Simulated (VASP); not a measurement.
# ZrC (P1) in VASP: further runs

Runs on ZrC. Level: PBE. Tasks: single point.

Program: VASP 6.6.1. These are calculated values, not measurements. Logs are shortened: lines on timing, memory, paths and dates and some standing lists are left out, and cuts for length are marked.

**1. The cell of the first run**

The typed cell holds 2 atoms: a = 3.324 Å, b = 3.324 Å, c = 3.324 Å, α = 60.00°, β = 60.00°, γ = 60.00°.

**2. Single point, PBE (one atom moved)**

INCAR reads:

```
PREC = Accurate
ENCUT = 520
EDIFF = 1E-6
ISMEAR = 0
SIGMA = 0.1
LREAL = False
LASPH = True
NELM = 80
ALGO = Normal
ISIF = 2
LWAVE = False
LCHARG = False
GGA = PE
NBANDS = 15
```

KPOINTS reads:

```
regular mesh
0
Gamma
  14 14 14
```

POSCAR reads:

```
ZrC
1.0
    0.0000000000      2.3502100000      2.3502100000
    2.3502100000      0.0000000000      2.3502100000
    2.3502100000      2.3502100000      0.0000000000
Zr C
1 1
Direct
    0.5100820778      0.5254424073      0.4888116381
    0.0000000000      0.0000000000      0.0000000000
```

Potentials or basis: VASP PAW PBE potentials, release 64 (Zr_sv, C).

Command:

```
$ cat potpaw_PBE.64/Zr_sv/POTCAR potpaw_PBE.64/C/POTCAR > POTCAR
$ mpirun -np 1 vasp_std > vasp.out
```

OUTCAR:

```text
PREC = Accurate
   ENCUT = 520
   EDIFF = 1E-6
   ISMEAR = 0
   LREAL = False
   LASPH = True
   NELM = 80
   ISIF = 2
   GGA = PE

 ion  position               nearest neighbor table
   1  0.510  0.525  0.489-   2 2.27   2 2.32   2 2.35   2 2.35   2 2.39   2 2.43
   2  0.000  0.000  0.000-   1 2.27   1 2.32   1 2.35   1 2.35   1 2.39   1 2.43

  LATTYP: Found a face centered cubic cell.
 ALAT       =     4.7004200000

  Lattice vectors:

 A1 = (   0.0000000000,   2.3502100000,   2.3502100000)
 A2 = (   2.3502100000,   0.0000000000,   2.3502100000)
 A3 = (   2.3502100000,   2.3502100000,   0.0000000000)

Analysis of symmetry for initial positions (statically):
=====================================================================
 Subroutine PRICEL returns:
 Original cell was already a primitive cell.

 Routine SETGRP: Setting up the symmetry group for a
 face centered cubic supercell.

 Subroutine GETGRP returns: Found  1 space group operations
 (whereof  1 operations were pure point group operations)
 out of a pool of 48 trial point group operations.

The static configuration has the point symmetry C_1 .

Analysis of symmetry for dynamics (positions and initial velocities):
=====================================================================
 Subroutine PRICEL returns:
 Original cell was already a primitive cell.

 Routine SETGRP: Setting up the symmetry group for a
 face centered cubic supercell.

 Subroutine GETGRP returns: Found  1 space group operations
 (whereof  1 operations were pure point group operations)
 out of a pool of 48 trial point group operations.

The dynamic configuration has the point symmetry C_1 .

 Subroutine INISYM returns: Found  1 space group operations
 (whereof  1 operations are pure point group operations),
 and found     1 'primitive' translations

----------------------------------------------------------------------------------------

                                     Primitive cell

  volume of cell :      25.9627

  direct lattice vectors                    reciprocal lattice vectors
     0.000000000  2.350210000  2.350210000    -0.212746946  0.212746946  0.212746946
     2.350210000  0.000000000  2.350210000     0.212746946 -0.212746946  0.212746946
     2.350210000  2.350210000  0.000000000     0.212746946  0.212746946 -0.212746946

  length of vectors
     3.323698856  3.323698856  3.323698856     0.368488520  0.368488520  0.368488520

  position of ions in fractional coordinates (direct lattice)
     0.510082078  0.525442407  0.488811638
     0.000000000  0.000000000  0.000000000

  ion indices of the primitive-cell ions
   primitive index   ion index
                 1           1
                 2           2

----------------------------------------------------------------------------------------

 KPOINTS: regular mesh

Automatic generation of k-mesh.
 Grid dimensions read from file:
 generate k-points for:   14   14   14

 Generating k-lattice:

  Cartesian coordinates                     Fractional coordinates (reciprocal lattice)
    -0.015196210  0.015196210  0.015196210     0.071428571  0.000000000  0.000000000
     0.015196210 -0.015196210  0.015196210     0.000000000  0.071428571  0.000000000
     0.015196210  0.015196210 -0.015196210     0.000000000  0.000000000  0.071428571

  Length of vectors
     0.026320609  0.026320609  0.026320609

  Shift w.r.t. Gamma in fractional coordinates (k-lattice)
     0.000000000  0.000000000  0.000000000

 Subroutine IBZKPT returns following result:
 ===========================================

 Found   1376 irreducible k-points:

 Following reciprocal coordinates:
            Coordinates               Weight
  0.000000  0.000000  0.000000      1.000000
  0.071429  0.000000  0.000000      2.000000
  0.000000  0.071429  0.000000      2.000000
  0.000000  0.000000  0.071429      2.000000
  0.071429  0.071429  0.071429      2.000000
  0.142857  0.000000  0.000000      2.000000
[... 16 lines left out ...]
  0.000000  0.428571  0.000000      2.000000
  0.000000  0.000000  0.428571      2.000000
 [... further k-points ...]
   k-points           NKPTS =   1376   k-points in BZ     NKDIM =   1376   number of bands    NBANDS=     15
   number of dos      NEDOS =    301   number of ions     NIONS =      2
   total plane-waves  NPLWV =  21952
   dimension x,y,z NGX =    28 NGY =   28 NGZ =   28
   dimension x,y,z NGXF=    56 NGYF=   56 NGZF=   56
   ions per type =               1   1
   NGX,Y,Z   is equivalent  to a cutoff of  14.01, 14.01, 14.01 a.u.
   NGXF,Y,Z  is equivalent  to a cutoff of  28.01, 28.01, 28.01 a.u.
 SYSTEM =  unknown system
   PREC   = accura    normal or accurate (medium, high low for compatibility)
   ISTART =      0    job   : 0-new  1-cont  2-samecut
   ICHARG =      2    charge: 1-file 2-atom 10-const
   ISPIN  =      1    spin polarized calculation?
   LNONCOLLINEAR =      F non collinear calculations
   LSORBIT =      F    spin-orbit coupling
   LASPH  =      T    aspherical Exc in radial PAW
   ENCUT  =  520.0 eV  38.22 Ry    6.18 a.u.   6.18  6.18  6.18*2*pi/ulx,y,z
   NELM   =     80;   NELMIN=  2; NELMDL= -5     # of ELM steps
   EDIFF  = 0.1E-05   stopping-criterion for ELM
   LREAL  =      F    real-space projection
   EDIFFG = 0.1E-04   stopping-criterion for IOM
   NSW    =      0    number of steps for IOM
   IBRION =     -1    ionic relax: 0-MD 1-quasi-New 2-CG
   NFREE  =      0    steps in history (QN), initial steepest desc. (CG)
   ISIF   =      2    stress and relaxation
   ISYM   =      2    0-nonsym 1-usesym 2-fastsym
   POTIM  = 0.5000    time-step for ionic-motion
   TEBEG  =    0.0;   TEEND  =   0.0 temperature during run
   PSTRESS=    0.0 pullay stress
   NELECT =      16.0000    total number of electrons
   NUPDOWN=      -1.0000    fix difference up-down
   EMIN   =  10.00;   EMAX   =-10.00  energy-range for DOS
   EFERMI =   0.00;   METHOD = LEGACY
   ISMEAR =     0;   SIGMA  =   0.10  broadening in eV -4-tet -1-fermi 0-gaus
   EFERMI_NEDOS =   21; number of points for ismear=-14 and -15
   IALGO  =     38    algorithm
   IMIX   =      4    mixing-type and parameters
     AMIX     =   0.40;   BMIX     =  1.00
     AMIX_MAG =   1.60;   BMIX_MAG =  1.00
  volume/ion in A,a.u.               =      12.98        87.60
  Fermi-wavevector in a.u.,A,eV,Ry     =   1.393151  2.632673 26.407131  1.940869
  Thomas-Fermi vector in A             =   2.516825
   LORBIT       =      0    0 simple, 1 ext, 2 COOP (PROOUT), +10 PAW based schemes
   GGA     = PE    functional components
   LHFCALC =     F    Hartree Fock is set to
   AEXX    =    0.0000 exact exchange contribution
   IVDW    =     0    specifies the selected vdW correction
   LEPSILON=     F    determine dielectric tensor
   LRPA    =     F    only Hartree local field effects (RPA)
 non-spin polarized calculation
 Gauss-broadening in eV      SIGMA  =   0.10
  energy-cutoff  :      520.00
  volume of cell :       25.96
 maximum number of plane-waves:       725
 NGX is ok and might be reduce to    28
   NGX = 13   NGY = 13   NGZ = 13

 number of electron      16.0000000 magnetization

 Free energy of the ion-electron system (eV)
  ---------------------------------------------------
  ext. energy  EPLUGINS =         0.00000000
  ---------------------------------------------------
  free energy    TOTEN  =       -19.43393040 eV

  energy without entropy =      -19.43252568  energy(sigma->0) =      -19.43322804

 E-fermi :   9.6652     XC(G=0): -12.1297

 val. band max:        9.6548768728   @ k =   0.0000   0.5000   0.5000
 cond. band min:       9.6703487163   @ k =   0.5000   0.5000   0.0000
 fundamental gap:      0.0154718436
 Fermi energy:         9.6652173463

 k-point     1 :       0.0000    0.0000    0.0000
  band No.  band energies     occupation
      1     -38.4929      2.00000
      2     -16.2054      2.00000
      3     -16.2053      2.00000
      4     -16.2050      2.00000
      5      -1.6849      2.00000
      6      10.0916      0.00000
      7      10.1075      0.00000
      8      10.3519      0.00000
      9      10.7034      0.00000
     10      11.1535      0.00000
     11      11.1750      0.00000
     12      12.4586      0.00000
     13      12.6806      0.00000
     14      16.8973      0.00000
     15      20.0604      0.00000

 k-point     2 :       0.0714    0.0000    0.0000
  band No.  band energies     occupation
      1     -38.4879      2.00000
      2     -16.2511      2.00000
      3     -16.2093      2.00000
      4     -16.2090      2.00000
      5      -1.5687      2.00000
      6       9.3869      1.99992
      7       9.7518      0.22059
      8      10.0391      0.00000
      9      10.8943      0.00000
     10      11.0802      0.00000
     11      11.3633      0.00000
     12      13.1226      0.00000
     13      13.2986      0.00000
     14      17.1492      0.00000
     15      20.3787      0.00000

 k-point     3 :       0.0000    0.0714    0.0000
  band No.  band energies     occupation
      1     -38.4879      2.00000
      2     -16.2510      2.00000
      3     -16.2093      2.00000
      4     -16.2090      2.00000
      5      -1.5690      2.00000
      6       9.4398      1.99856
      7       9.7512      0.22387
      8       9.9148      0.00042
      9      10.9054      0.00000
     10      11.0997      0.00000
     11      11.4379      0.00000
     12      13.1211      0.00000
     13      13.2653      0.00000
     14      17.1514      0.00000
     15      20.3793      0.00000
[... 343 lines left out ...]
 k-point    23 :       0.0000    0.4286    0.0000
  band No.  band energies     occupation
      1     -38.3964      2.00000
      2     -17.0188      2.00000
      3     -16.2808      2.00000
      4     -16.2805      2.00000
      5       1.1154      2.00000
      6       4.6352      2.00000
      7       6.7741      2.00000
      8       6.7856      2.00000
      9      13.8384      0.00000
     10      13.8714      0.00000
     11      14.2395      0.00000
     12      16.9628      0.00000
     13      19.2817      0.00000
     14      19.4083      0.00000
     15      23.1303      0.00000

 k-point    24 :       0.0000    0.0000    0.4286
  band No.  band energies     occupation
      1     -38.3963      2.00000
      2     -17.0208      2.00000
      3     -16.2813      2.00000
      4     -16.2808      2.00000
      5       1.1224      2.00000
      6       4.6306      2.00000
      7       6.7885      2.00000
      8       6.8140      2.00000
      9      13.8178      0.00000
     10      13.8585      0.00000
     11      14.2331      0.00000
     12      16.9038      0.00000
     13      19.2436      0.00000
     14      19.4063      0.00000
     15      23.1848      0.00000

 [... further k-points ...]

------------------------ aborting loop because EDIFF is reached ----------------------------------------

  FORCE on cell =-STRESS in cart. coord.  units (eV):
  Direction    XX          YY          ZZ          XY          YZ          ZX
  --------------------------------------------------------------------------------------
  -------------------------------------------------------------------------------------
  Total        0.2665842      0.2139475      0.5287447      0.0016426      0.0040608     -0.0521362
  in kB       16.4510985     13.2028512     32.6292137      0.1013633      0.2505950     -3.2173609
  external PRESSURE =      20.7610545 kB  Pullay stress =       0.0000000 kB

 VOLUME and BASIS-vectors are now :
 -----------------------------------------------------------------------------
  energy-cutoff  :      520.00
  volume of cell :       25.96
      direct lattice vectors                 reciprocal lattice vectors
     0.000000000  2.350210000  2.350210000    -0.212746946  0.212746946  0.212746946
     2.350210000  0.000000000  2.350210000     0.212746946 -0.212746946  0.212746946
     2.350210000  2.350210000  0.000000000     0.212746946  0.212746946 -0.212746946

 POSITION                                       TOTAL-FORCE (eV/Angst)
 -----------------------------------------------------------------------------------
      2.38371      2.34761      2.43370        -0.223204      0.017116     -0.572107
      0.00000      0.00000      0.00000         0.223204     -0.017116      0.572107
 -----------------------------------------------------------------------------------
    total drift:                               -0.000052      0.000008     -0.000159

  FREE ENERGIE OF THE ION-ELECTRON SYSTEM (eV)
  ---------------------------------------------------
  free  energy   TOTEN  =       -19.4339303971 eV

  energy  without entropy=      -19.4325256785  energy(sigma->0) =      -19.43322804
```

Run time: 4.4 min. Hardware: 1 thread of Intel Xeon 6975P-C (Granite Rapids), shared host; peak memory 0.62 GiB.

Results:

- Free energy: -19.4339 eV
- Pressure: 2.1 GPa
- Largest force: 0.614 eV/Å
- Band gap on the k mesh: zero (band 8 reaches 10.35 eV, above the bottom of band 9 at 9.30 eV)

Forces in eV/Å, atoms in the order of the input:
```
Zr  -0.223  0.017 -0.572
C    0.223 -0.017  0.572
```

Levels at points of the mesh, in eV from the Fermi level:
| k point | band 5 | band 6 | band 7 | band 8 | band 9 | band 10 | band 11 | band 12 |
| --- | --- | --- | --- | --- | --- | --- | --- | --- |
| (0.00, 0.00, 0.00) | -11.35 | 0.43 | 0.44 | 0.69 | 1.04 | 1.49 | 1.51 | 2.79 |
| (0.50, 0.00, 0.00) | -8.29 | -5.34 | -2.97 | -2.95 | 4.42 | 4.45 | 5.27 | 6.41 |
| (0.00, 0.50, 0.00) | -8.30 | -5.33 | -2.99 | -2.98 | 4.43 | 4.46 | 5.26 | 6.48 |
| (0.00, 0.00, 0.50) | -8.29 | -5.34 | -2.97 | -2.95 | 4.42 | 4.45 | 5.27 | 6.41 |
| (0.50, 0.50, 0.50) | -8.30 | -5.34 | -2.99 | -2.97 | 4.43 | 4.46 | 5.26 | 6.47 |
| (0.50, 0.50, 0.00) | -10.18 | -2.09 | -1.84 | 0.01 | 0.03 | 4.41 | 5.61 | 5.61 |
| (0.00, 0.50, 0.50) | -10.18 | -2.11 | -1.95 | -0.01 | 0.16 | 4.45 | 5.61 | 5.61 |
| (0.50, 0.00, 0.50) | -10.18 | -2.12 | -1.97 | -0.02 | 0.19 | 4.45 | 5.61 | 5.61 |

Caveat: the cell differs from its parent crystal (one atom moved).

(Part 1 of 2 ends here.)
